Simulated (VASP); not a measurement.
Write the native input for VASP 6.6.1 that does the following.

* Task: single point
* Functional: PBEsol
* Potentials or basis: VASP PAW PBE potentials, release 64 (Mg, Sc_sv)
* Cutoff: 520 eV
* k mesh: 5 × 5 × 5
* Occupations: fermi-dirac, width 0.1 eV
* Spin: no spin polarisation
* Dipole correction: no
* Further INCAR settings: ALGO = Normal; EDIFF = 1e-06; NBANDS = 20

The structure of Mg5Sc lies in POSCAR:

```
Mg5Sc
1.0
    5.6088906648      0.0000000000      0.0000000000
   -2.8044458357      4.8574417790      0.0000000000
    0.0000000000      0.0000000000      5.1397138861
Mg Sc
5 1
Direct
    0.0000000000      0.6575430000      0.0000000000
    0.3333333333      0.6666666667      0.5000000000
    0.6575430000      0.0000000000      0.0000000000
    0.6666666667      0.3333333333      0.5000000000
    0.3424570000      0.3424570000      0.0000000000
    0.0000000000      0.0000000000      0.5000000000
```

One way to write it, as run:

INCAR

```
SYSTEM = Mg5Sc
PREC = Accurate
ENCUT = 520
EDIFF = 1E-6
ISMEAR = -1
SIGMA = 0.1
LREAL = .False.
LASPH = .True.
NELM = 80
ALGO = Normal
ISIF = 2
LWAVE = .False.
LCHARG = .True.
GGA = PS
LELF = .True.
LVHAR = .True.
NBANDS = 20
```

KPOINTS

```
regular mesh
0
Gamma
  5 5 5
  0 0 0
```

Potentials or basis: VASP PAW PBE potentials, release 64 (Mg, Sc_sv).

Command:

```bash
$ cat potpaw_PBE.64/Mg/POTCAR potpaw_PBE.64/Sc_sv/POTCAR > POTCAR
$ mpirun -np 1 vasp_std > vasp.out
```

It gave:

* Pressure: -1.2 GPa
* Largest force: 0.040 eV/Å

Caveat: the PAW data sets were made with another functional, which shifts forces and pressure a little.

It took 49 s on 1 thread of AMD EPYC 7R43 64-Core Processor (Zen 3), on a shared host, peak memory 0.23 GiB.
